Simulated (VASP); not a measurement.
Wanted: the native input for a VASP 6.6.1 run.

```
Task                   : single point
Functional             : PBE
Potentials or basis    : VASP PAW PBE potentials, release 64 (Pt, S)
Cutoff                 : 520 eV
k mesh                 : 12 × 12 × 8
Occupations            : gaussian, width 0.05 eV
Spin                   : no spin polarisation
Dipole correction      : no
Further INCAR settings : ALGO = Normal; EDIFF = 1e-06; NBANDS = 18
```

The structure of PtS2 lies in POSCAR:

```
PtS2
1.0
    3.3660395020      0.0000000000      0.0000000000
   -1.6830197510      2.9150757189      0.0000000000
    0.0000000000      0.0000000000      5.2907400000
Pt S
1 2
Direct
    0.0000000000      0.0000000000      0.0000000000
    0.3333333333      0.6666666667      0.2500000000
    0.6666666667      0.3333333333      0.7500000000
```

This cell differs from its parent crystal: strain -0.050 along x and y, +0.050 along z.

These files were run (other wordings do the same):

INCAR

```
  PREC = Accurate
  ENCUT = 520
  EDIFF = 1E-6
  ISMEAR = 0
  SIGMA = 0.05
  LREAL = False
  LASPH = True
  NELM = 100
  ALGO = Normal
  ISIF = 2
  LWAVE = False
  LCHARG = True
  GGA = PE
  LELF = True
  LVHAR = True
  NBANDS = 18
```

KPOINTS

```
Automatic mesh
0
Gamma
  12 12 8
```

Potentials or basis: VASP PAW PBE potentials, release 64 (Pt, S).

Launch:

```bash
$ cat potpaw_PBE.64/Pt/POTCAR potpaw_PBE.64/S/POTCAR > POTCAR
$ mpirun -np 1 vasp_std > vasp.out
```

It gave:

The pressure is 14.4 GPa. The largest force is 0.127 eV/Å. The band gap on the k mesh is 0.78 eV, indirect (least direct gap 0.97 eV).

Caveat: the cell differs from its parent crystal (strain -0.050 along x and y, +0.050 along z); spin-orbit coupling is left out, which moves the levels of the heavy elements.

It took 99 s on 1 thread of Intel(R) Xeon(R) Platinum 8375C CPU @ 2.90GHz (Ice Lake), with other jobs on the host, peak memory 0.26 GiB.
